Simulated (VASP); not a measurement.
Wanted: the native input for a VASP 6.6.1 run.

| Item | Value |
| --- | --- |
| Task | single point |
| Functional | PBEsol |
| Potentials or basis | VASP PAW PBE potentials, release 64 (Se) |
| Cutoff | 520 eV |
| k mesh | 22 × 22 × 22 |
| Occupations | gaussian, width 0.05 eV |
| Spin | no spin polarisation |
| Dipole correction | no |
| Further INCAR settings | ALGO = Normal; EDIFF = 1e-06; NBANDS = 9 |

The structure of Se lies in POSCAR:

```
Se
1.0
   -1.4540188933      1.4540188933      1.4540188933
    1.4540188933     -1.4540188933      1.4540188933
    1.4540188933      1.4540188933     -1.4540188933
Se
1
Direct
    0.0000000000      0.0000000000      0.0000000000
```

This isn't the form of Se at room conditions, which is trigonal, of chains.

These files were run (other wordings do the same):

INCAR

```
SYSTEM = Se
PREC = Accurate
ENCUT = 520
EDIFF = 1E-6
ISMEAR = 0
SIGMA = 0.05
LREAL = .False.
LASPH = .True.
NELM = 80
ALGO = Normal
ISIF = 2
LWAVE = .False.
LCHARG = .True.
GGA = PS
LELF = .True.
LVHAR = .True.
NBANDS = 9
```

KPOINTS

```
Automatic mesh
0
Gamma
  22 22 22
  0 0 0
```

Potentials or basis: VASP PAW PBE potentials, release 64 (Se).

The run is started by

```console
$ cat potpaw_PBE.64/Se/POTCAR > POTCAR
$ mpirun -np 1 vasp_std > vasp.out
```

It gave:

- Pressure: 105.3 GPa
- Band gap on the k mesh: zero (bands 3 and 4 overlap by 13.12 eV)

Caveat: the cell stands under pressure; the PAW data sets were made with another functional, which shifts forces and pressure a little.

Run time: 11 s on 1 thread of Intel(R) Xeon(R) 6975P-C (Granite Rapids), on a shared host, peak memory 0.15 GiB.
